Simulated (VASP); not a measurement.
Here is a VASP 6.6.1 calculation.

File INCAR:

```
SYSTEM = HfC
ALGO = Normal
EDIFF = 1E-6
ENCUT = 520
GGA = PE
ISIF = 2
ISMEAR = 0
LASPH = .TRUE.
LCHARG = .TRUE.
LELF = .TRUE.
LREAL = .FALSE.
LVHAR = .TRUE.
LWAVE = .FALSE.
NBANDS = 14
NELM = 80
PREC = Accurate
SIGMA = 0.05
```

The input KPOINTS:

```
k-points
0
G
  12 12 12
  0 0 0
```

The input POSCAR:

```
HfC
1.0
    0.0000000000      2.4880205205      2.4880205205
    2.4880205205      0.0000000000      2.4880205205
    2.4880205205      2.4880205205      0.0000000000
Hf C
1 1
Direct
    0.0000000000      0.0000000000      0.0000000000
    0.2500000000      0.2500000000      0.2500000000
```

Potentials or basis: VASP PAW PBE potentials, release 64 (Hf_pv, C).

The run is started by

```bash
$ cat potpaw_PBE.64/Hf_pv/POTCAR potpaw_PBE.64/C/POTCAR > POTCAR
$ mpirun -np 1 vasp_std > vasp.out
```

**Question.** Predict the band gap on the k mesh.

**Answer.** 0.25 eV, direct.

**Question.** Estimate the pressure.

**Answer.** 6.6 GPa.

Caveat: spin-orbit coupling is left out, which moves the levels of the heavy elements. A k mesh can miss the band edges.
